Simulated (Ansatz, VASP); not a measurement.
## Two plane-wave programs on Ga

File INCAR:

```
SYSTEM = Ga
PREC = Accurate ; ENCUT = 520
EDIFF = 1E-7 ; ISMEAR = -1
SIGMA = 0.1 ; LREAL = .FALSE.
LASPH = .TRUE. ; NELM = 80
ALGO = Normal ; ISIF = 2
LWAVE = .FALSE. ; LCHARG = .FALSE.
GGA = PS ; NBANDS = 26
```

Contents of KPOINTS:

```
Automatic mesh
0
G
  9 9 12
  0 0 0
```

Contents of POSCAR:

```
Ga
1.0
    4.6684187798      0.0000000000      0.0000000000
   -2.3342093899      4.0429692588      0.0000000000
    0.0000000000      0.0000000000      2.9855402325
Ga
3
Direct
    1.0000000000      1.0000000000      0.0000000000
    0.3333333333      0.6666666667      0.5000000000
    0.6666666667      0.3333333333      0.5000000000
```

Input for Ansatz:

```yaml
crystal:
  lattice:
    - [4.6684187798, 0.0, 0.0]
    - [-2.3342093899, 4.0429692588, 0.0]
    - [0.0, 0.0, 2.9855402325]
  atoms:
    - { symbol: Ga, position: [1.0, 1.0, 0.0] }
    - { symbol: Ga, position: [0.3333333333, 0.6666666667, 0.5] }
    - { symbol: Ga, position: [0.6666666667, 0.3333333333, 0.5] }
hamiltonian:
  xc: pbesol
  pseudopotentials:
    kind: paw
    azcp:
      Ga: "pseudopotentials/Ga.paw.azcp"
basis:
  ecutwfc: 420
  fft_grid_basis: typed
kpoints:
  mp_grid: { grid: [9, 9, 12], shift: [0, 0, 0] }
magnetization:
  spin_polarized: false
scf:
  occupations: { method: fermi_dirac, width: 0.1 }
  lower_state_search: "off"
output:
  stress: true
```

Alike in both runs: task single point; functional PBEsol; k mesh 9 × 9 × 12; occupations fermi-dirac, width 0.1 eV; no spin polarisation.

|  | VASP | Ansatz |
| --- | --- | --- |
| version | VASP 6.6.1 | Ansatz 0.2.0 |
| potentials or method | VASP PAW PBE potentials, release 64 (Ga_d), cutoff 520 eV | plane waves (420 eV) with PAW, scalar-relativistic |
| valence electrons in the cell | 39 | 39 |

Ansatz gave:

| Property | Result |
| --- | --- |
| pressure (GPa) | -2.0 |
| traceless stress, the component that is largest in VASP (GPa) | -0.27 |

Problem. What did VASP give for the same quantities?

Solution. Pressure (GPa): -1.9; traceless stress, the component that is largest in VASP (GPa): -0.28.

VASP's potentials were made for PBE, not for PBEsol, and Ansatz warns of the same on its side.
